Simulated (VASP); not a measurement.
Runs of VASP 6.6.1 on Mg. The structure is that of space group Im-3m (No. 229), or close to it. The cells are those of the table. This isn't the form of Mg at room conditions, which is hcp.

```csv
cell,gap on the mesh (eV),pressure (GPa)
"a = 3.071 Å, angles 109.5°, 1 atom",none,0.9
"a = 3.058 Å, angles 109.5°, 1 atom",none,1.4
"a = 3.100 Å, angles 109.5°, 1 atom",none,-0.1
"a = 3.078 Å, angles 109.5°, 1 atom",none,(a)
```

Alike in all rows: task single point; level PBE; potentials or basis VASP PAW PBE potentials, release 64 (Mg); no spin polarisation; k mesh 18 × 18 × 18; cutoff (eV) 520; smearing gaussian 0.05 eV.

Estimate the missing entries.

(a) 0.7.

A gap of «none» marks levels without a gap at the run's occupations.
